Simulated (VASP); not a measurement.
Wanted: the native input for a VASP 6.6.1 run.

```
Task                   : relaxation of cell and atoms
Functional             : r2SCAN
Potentials or basis    : VASP PAW PBE potentials, release 64 (Mg_sv, O)
Cutoff                 : 660 eV
k mesh                 : 6 × 6 × 6
Occupations            : gaussian, width 0.1 eV
Spin                   : no spin polarisation
Dipole correction      : no
Further INCAR settings : ALGO = Normal; EDIFF = 1e-07; IBRION = 2; EDIFFG = -0.04; NSW = 90; ISIF = 3
```

The system is MgO2.

```xyz
3
Lattice="1.6048 0.9265 3.4940 -1.6048 0.9265 3.4940 0.0000 -1.8530 3.4940" Properties=species:S:1:pos:R:3 pbc="T T T"
Mg    0.0000    0.0000    0.0000
O     0.0000    0.0000    4.4945
O     0.0000    0.0000    5.9874
```

One way to write it, as run:

POSCAR

```
MgO2
1.0
    1.6047610160      0.9265092046      3.4939788749
   -1.6047610160      0.9265092046      3.4939788749
    0.0000000000     -1.8530184092      3.4939788749
Mg O
1 2
Direct
    0.0000000000      0.0000000000      0.0000000000
    0.4287860000      0.4287860000      0.4287860000
    0.5712140000      0.5712140000      0.5712140000
```

INCAR.step1

```
SYSTEM = MgO2
PREC = Accurate
ENCUT = 660
ISMEAR = 0
SIGMA = 0.1
LREAL = .False.
LASPH = .True.
NELM = 120
GGA = PE
ALGO = Normal
EDIFF = 1E-5
LWAVE = .True.
LCHARG = .False.
GGA_COMPAT = .False.
IBRION = 2
ISIF = 3
EDIFFG = -0.005
NELMIN = 4
NSW = 100
```

INCAR.step2

```
SYSTEM = MgO2
PREC = Accurate
ENCUT = 660
EDIFF = 1E-7
ISMEAR = 0
SIGMA = 0.1
LREAL = .False.
LASPH = .True.
NELM = 120
ALGO = Normal
ISIF = 3
LWAVE = .False.
LCHARG = .False.
METAGGA = R2SCAN
LMIXTAU = .True.
IBRION = 2
NSW = 90
EDIFFG = -0.04
ISTART = 1
GGA_COMPAT = .False.
NELMIN = 4
```

KPOINTS

```
regular mesh
0
Gamma
  6 6 6
  0 0 0
```

Potentials or basis: VASP PAW PBE potentials, release 64 (Mg_sv, O).

Launch:

```sh
$ cat potpaw_PBE.64/Mg_sv/POTCAR potpaw_PBE.64/O/POTCAR > POTCAR
$ cp INCAR.step1 INCAR
$ mpirun -np 1 vasp_std > vasp.out
$ cp INCAR.step2 INCAR
$ mpirun -np 1 vasp_std > vasp.out
```

Results of the run:

- Relaxed volume: 9.95 Å³/atom
- Relaxed cell: a = 3.910 Å, b = 3.910 Å, c = 3.910 Å, α = 47.61°, β = 47.61°, γ = 47.61°
- Space group after relaxing (to 0.1 Å): R-3m (No. 166)
- Energy gained by relaxing: 7.4 meV/atom
- Ionic steps: 7
- Pressure after relaxing: 0.0 GPa
- Largest force after relaxing: 0.027 eV/Å
- Band gap on the k mesh: 3.08 eV

Caveat: the PAW data sets were made with another functional, which shifts forces and pressure a little.

Wall time 10 min on 1 thread of Intel(R) Xeon(R) Platinum 8375C CPU @ 2.90GHz (Ice Lake), with other jobs on the host, peak memory 0.23 GiB.
